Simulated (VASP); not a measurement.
# Gd (Im-3m) in VASP: electric field gradients with PBE

Aim: the electric field gradients of Gd with PBE.

Program: VASP 6.6.1. These are calculated values, not measurements. Logs are shortened: lines on timing, memory, paths and dates and some standing lists are left out, and cuts for length are marked.

## (1) The cell of the first run

The structure is cubic, space group Im-3m (No. 229). The conventional cell has a = 4.050 Å, b = 4.050 Å, c = 4.050 Å, α = 90.00°, β = 90.00°, γ = 90.00°. Gd (site symmetry m-3m) has 14 Gd at 3.51 to 4.05 Å within 4.6 Å.

## (2) Electric field gradients, PBE, non-collinear spin, typed start, spin-orbit coupling

Contents of INCAR:

```
PREC = Accurate
ENCUT = 520
EDIFF = 1E-8
ISMEAR = -1
SIGMA = 0.08
LREAL = False
LASPH = True
NELM = 150
ALGO = Normal
ISIF = 2
LWAVE = False
LCHARG = False
LNONCOLLINEAR = True
MAGMOM = 0 0 7
LORBIT = 11
LSORBIT = True
GGA_COMPAT = False
LORBMOM = True
LMAXMIX = 6
GGA = PE
LEFG = True
NBANDS = 29
```

Contents of KPOINTS:

```
Automatic mesh
0
Gamma
  11 11 11
```

Contents of POSCAR:

```
Gd
1.0
   -2.0250000000      2.0250000000      2.0250000000
    2.0250000000     -2.0250000000      2.0250000000
    2.0250000000      2.0250000000     -2.0250000000
Gd
1
Direct
    0.0000000000      0.0000000000      0.0000000000
```

Potentials or basis: VASP PAW PBE potentials, release 64 (Gd).

Command:

```sh
> cat potpaw_PBE.64/Gd/POTCAR > POTCAR
> mpirun -np 1 vasp_ncl > vasp.out
```

OUTCAR:

```text
PREC = Accurate
   ENCUT = 520
   EDIFF = 1E-8
   ISMEAR = -1
   LREAL = False
   LASPH = True
   NELM = 150
   ISIF = 2
   LNONCOLLINEAR = True
   LORBIT = 11
   LSORBIT = True
   GGA = PE

 ion  position               nearest neighbor table
   1  0.000  0.000  0.000-

  LATTYP: Found a body centered cubic cell.
 ALAT       =     4.0500000000

  Lattice vectors:

 A1 = (  -2.0250000000,   2.0250000000,   2.0250000000)
 A2 = (   2.0250000000,  -2.0250000000,   2.0250000000)
 A3 = (   2.0250000000,   2.0250000000,  -2.0250000000)

Analysis of symmetry for initial positions (statically):
=====================================================================
 Subroutine PRICEL returns:
 Original cell was already a primitive cell.

 Routine SETGRP: Setting up the symmetry group for a
 body centered cubic supercell.

 Subroutine GETGRP returns: Found 48 space group operations
 (whereof 48 operations were pure point group operations)
 out of a pool of 48 trial point group operations.

The static configuration has the point symmetry O_h .

Analysis of symmetry for dynamics (positions and initial velocities):
=====================================================================
 Subroutine PRICEL returns:
 Original cell was already a primitive cell.

 Routine SETGRP: Setting up the symmetry group for a
 body centered cubic supercell.

 Subroutine GETGRP returns: Found 48 space group operations
 (whereof 48 operations were pure point group operations)
 out of a pool of 48 trial point group operations.

The dynamic configuration has the point symmetry O_h .

Analysis of structural, dynamic, and magnetic symmetry:
=====================================================================
 Subroutine PRICEL returns:
 Original cell was already a primitive cell.

 Routine SETGRP: Setting up the symmetry group for a
 body centered cubic supercell.

 Subroutine GETGRP returns: Found  8 space group operations
 (whereof  8 operations were pure point group operations)
 out of a pool of 48 trial point group operations.

The overall configuration has the point symmetry C_4h.

 Subroutine INISYM returns: Found  8 space group operations
 (whereof  8 operations are pure point group operations),
 and found     1 'primitive' translations

----------------------------------------------------------------------------------------

                                     Primitive cell

  volume of cell :      33.2151

  direct lattice vectors                    reciprocal lattice vectors
    -2.025000000  2.025000000  2.025000000     0.000000000  0.246913580  0.246913580
     2.025000000 -2.025000000  2.025000000     0.246913580  0.000000000  0.246913580
     2.025000000  2.025000000 -2.025000000     0.246913580  0.246913580  0.000000000

  length of vectors
     3.507402885  3.507402885  3.507402885     0.349188534  0.349188534  0.349188534

  position of ions in fractional coordinates (direct lattice)
     0.000000000  0.000000000  0.000000000

  ion indices of the primitive-cell ions
   primitive index   ion index
                 1           1

----------------------------------------------------------------------------------------

 KPOINTS: Automatic mesh

Automatic generation of k-mesh.
 Grid dimensions read from file:
 generate k-points for:   11   11   11

 Generating k-lattice:

  Cartesian coordinates                     Fractional coordinates (reciprocal lattice)
     0.000000000  0.022446689  0.022446689     0.090909091  0.000000000  0.000000000
     0.022446689  0.000000000  0.022446689     0.000000000  0.090909091  0.000000000
     0.022446689  0.022446689  0.000000000     0.000000000  0.000000000  0.090909091

  Length of vectors
     0.031744412  0.031744412  0.031744412

  Shift w.r.t. Gamma in fractional coordinates (k-lattice)
     0.000000000  0.000000000  0.000000000

 Subroutine IBZKPT returns following result:
 ===========================================

 Found    186 irreducible k-points:

 Following reciprocal coordinates:
            Coordinates               Weight
  0.000000  0.000000  0.000000      1.000000
  0.090909  0.000000  0.000000      8.000000
  0.000000  0.000000  0.090909      4.000000
  0.181818  0.000000  0.000000      8.000000
[... 32 lines left out ...]
   ICHARG =      2    charge: 1-file 2-atom 10-const
   ISPIN  =      1    spin polarized calculation?
   LNONCOLLINEAR =      T non collinear calculations
   LSORBIT =      T    spin-orbit coupling
   LASPH  =      T    aspherical Exc in radial PAW
   ENCUT  =  520.0 eV  38.22 Ry    6.18 a.u.   6.52  6.52  6.52*2*pi/ulx,y,z
   NELM   =    150;   NELMIN=  2; NELMDL= -5     # of ELM steps
   EDIFF  = 0.1E-07   stopping-criterion for ELM
   LREAL  =      F    real-space projection
   EDIFFG = 0.1E-06   stopping-criterion for IOM
   NSW    =      0    number of steps for IOM
   IBRION =     -1    ionic relax: 0-MD 1-quasi-New 2-CG
   NFREE  =      0    steps in history (QN), initial steepest desc. (CG)
   ISIF   =      2    stress and relaxation
   ISYM   =      2    0-nonsym 1-usesym 2-fastsym
   POTIM  = 0.5000    time-step for ionic-motion
   TEBEG  =    0.0;   TEEND  =   0.0 temperature during run
   PSTRESS=    0.0 pullay stress
   NELECT =      18.0000    total number of electrons
   NUPDOWN=      -1.0000    fix difference up-down
   EMIN   =  10.00;   EMAX   =-10.00  energy-range for DOS
   EFERMI =   0.00;   METHOD = LEGACY
   ISMEAR =    -1;   SIGMA  =   0.08  broadening in eV -4-tet -1-fermi 0-gaus
   EFERMI_NEDOS =   21; number of points for ismear=-14 and -15
   IALGO  =     38    algorithm
   IMIX   =      4    mixing-type and parameters
     AMIX     =   0.40;   BMIX     =  1.00
     AMIX_MAG =   1.60;   BMIX_MAG =  1.00
  volume/ion in A,a.u.               =      33.22       224.15
  Fermi-wavevector in a.u.,A,eV,Ry     =   1.334711  2.522238 24.238153  1.781454
  Thomas-Fermi vector in A             =   2.463472
   LORBIT       =     11    0 simple, 1 ext, 2 COOP (PROOUT), +10 PAW based schemes
   GGA     = PE    functional components
   LHFCALC =     F    Hartree Fock is set to
   AEXX    =    0.0000 exact exchange contribution
   IVDW    =     0    specifies the selected vdW correction
   LEPSILON=     F    determine dielectric tensor
   LRPA    =     F    only Hartree local field effects (RPA)
  energy-cutoff  :      520.00
  volume of cell :       33.22
 maximum number of plane-waves:      1870
 NGX is ok and might be reduce to    28
   NGX = 13   NGY = 13   NGZ = 13

 number of electron      18.0000008 magnetization       0.0000000      0.0000000      8.4341535

 number of electron      18.0000009 magnetization       0.0000000     -0.0000000      7.5454621

 Free energy of the ion-electron system (eV)
  ---------------------------------------------------
  ext. energy  EPLUGINS =         0.00000000
  ---------------------------------------------------
  free energy    TOTEN  =       -12.26865955 eV

  energy without entropy =      -12.21505346  energy(sigma->0) =      -12.24185651

 E-fermi :   2.9572     XC(G=0):  -9.9572

 val. band max:        2.9516846724   @ k =   0.2727   0.0000   0.3636
 cond. band min:       2.9631247823   @ k =   0.1818   0.0909   0.2727
 fundamental gap:      0.0114401100
 Fermi energy:         2.9572304060

 k-point     1 :       0.0000    0.0000    0.0000
  band No.  band energies     occupation
      1     -42.2704      1.00000
      2     -39.0642      1.00000
      3     -21.6088      1.00000
      4     -20.8728      1.00000
      5     -17.9758      1.00000
      6     -16.8553      1.00000
[... 757 lines left out ...]
     28       4.5566      0.00000
     29       6.0959      0.00000

 [... further k-points ...]
[... 5 lines left out ...]
  --------------------------------------------------------------------------------------
  -------------------------------------------------------------------------------------
  Total        0.0328733      0.0328733      0.0294108     -0.0000000     -0.0000000      0.0000000
  in kB        1.5856907      1.5856907      1.4186738     -0.0000002     -0.0000000      0.0000000
  external PRESSURE =       1.5300184 kB  Pullay stress =       0.0000000 kB

 VOLUME and BASIS-vectors are now :
 -----------------------------------------------------------------------------
  energy-cutoff  :      520.00
  volume of cell :       33.22
      direct lattice vectors                 reciprocal lattice vectors
    -2.025000000  2.025000000  2.025000000     0.000000000  0.246913580  0.246913580
     2.025000000 -2.025000000  2.025000000     0.246913580  0.000000000  0.246913580
     2.025000000  2.025000000 -2.025000000     0.246913580  0.246913580  0.000000000

 POSITION                                       TOTAL-FORCE (eV/Angst)
 -----------------------------------------------------------------------------------
      0.00000      0.00000      0.00000         0.000000      0.000000      0.000000
 -----------------------------------------------------------------------------------
    total drift:                               -0.000000     -0.000000     -0.000000

  FREE ENERGIE OF THE ION-ELECTRON SYSTEM (eV)
  ---------------------------------------------------
  free  energy   TOTEN  =       -12.2686595519 eV

  energy  without entropy=      -12.2150534621  energy(sigma->0) =      -12.24185651

 Electric field gradients (V/A^2)
---------------------------------------------------------------------
 ion       V_xx      V_yy      V_zz      V_xy      V_xz      V_yz
---------------------------------------------------------------------
   1      -2.249    -2.249     4.498     0.001     0.001     0.001
---------------------------------------------------------------------

 Electric field gradients after diagonalization (V/A^2)
 (convention: |V_zz| > |V_xx| > |V_yy|)
----------------------------------------------------------------------
 ion       V_xx      V_yy      V_zz     asymmetry (V_yy - V_xx)/ V_zz
----------------------------------------------------------------------
   1      -2.250    -2.248     4.498       0.000
----------------------------------------------------------------------

           NMR quadrupolar parameters

 Cq : quadrupolar parameter    Cq=e*Q*V_zz/h
 eta: asymmetry parameters     (V_yy - V_xx)/ V_zz
 Q  : nuclear electric quadrupole moment in mb (millibarn)
----------------------------------------------------------------------
 ion       Cq(MHz)       eta       Q (mb)
----------------------------------------------------------------------
   1       0.011       0.000       1.000
----------------------------------------------------------------------

 orbital moment (x)

 # of ion     p       d       f       tot
 ------------------------------------------------
  1         0.000  -0.000  -0.000  -0.000
 ------------------------------------------------
            0.000  -0.000  -0.000  -0.000

 orbital moment (y)

 # of ion     p       d       f       tot
 ------------------------------------------------
  1         0.000   0.000  -0.000   0.000
 ------------------------------------------------
            0.000   0.000  -0.000   0.000

 orbital moment (z)

 # of ion     p       d       f       tot
 ------------------------------------------------
  1        -0.010  -0.018   0.142   0.114
 ------------------------------------------------
           -0.010  -0.018   0.142   0.114

 Spin-Orbit-Coupling matrix elements

 Ion:    1  E_soc:     -1.2678476
 l=   1
     0.0000000    -0.1660447    -0.1654017
    -0.1660447     0.0000000    -0.1660447
    -0.1654017    -0.1660447     0.0000000
 l=   2
     0.0000000    -0.0000533     0.0000000    -0.0000533    -0.0017689
    -0.0000533     0.0000000    -0.0013320    -0.0002194    -0.0004316
     0.0000000    -0.0013320     0.0000000    -0.0013320     0.0000000
    -0.0000533    -0.0002194    -0.0013320     0.0000000    -0.0004316
    -0.0017689    -0.0004316     0.0000000    -0.0004316     0.0000000
 l=   3
     0.0000000    -0.0064727     0.0000000     0.0000000     0.0000000    -0.0065398    -0.0068382
    -0.0064727     0.0000000    -0.0107772     0.0000000    -0.0107772    -0.0026280    -0.0064727
     0.0000000    -0.0107772     0.0000000    -0.0258071    -0.0006465    -0.0107520     0.0000000
     0.0000000     0.0000000    -0.0258071     0.0000000    -0.0258071     0.0000000     0.0000000
     0.0000000    -0.0107772    -0.0006465    -0.0258071     0.0000000    -0.0107520     0.0000000
    -0.0065398    -0.0026280    -0.0107520     0.0000000    -0.0107520     0.0000000    -0.0065398
    -0.0068382    -0.0064727     0.0000000     0.0000000     0.0000000    -0.0065398     0.0000000

 total charge

# of ion       s       p       d       f       tot
--------------------------------------------------
    1        2.071   5.581   0.575   7.001  15.229

 magnetization (x)

# of ion       s       p       d       f       tot
--------------------------------------------------
    1        0.000   0.000   0.000   0.000   0.000

 magnetization (y)

# of ion       s       p       d       f       tot
--------------------------------------------------
    1        0.000   0.000   0.000   0.000   0.000

 magnetization (z)

# of ion       s       p       d       f       tot
--------------------------------------------------
    1        0.002  -0.053   0.231   6.752   6.932
```

Run time: 14 min. Hardware: 1 thread of Intel Xeon Platinum 8375C at 2.90GHz (Ice Lake), shared host; peak memory 0.44 GiB.

Results:

| Quantity | Value |
| --- | --- |
| Free energy | -12.2687 eV |
| Pressure | 0.2 GPa |
| Net moment | 7.55 μB per cell |
| Valence electrons inside the program's atomic spheres | Gd 15.23 |

Moments on the atoms (μB; x, y, z):
```
Gd  0.00 0.00 6.93
```

Electric field gradients, principal values (V/Å²):
```tsv
atom	least	middle	greatest (by size)
1 Gd	-2.248	-2.250	4.498
```

Caveat: without QUAD_EFG the Cq values of the log hold for a quadrupole moment of 1 mb, not for the nuclei. The state reached can hang on the start; a lower one may exist.
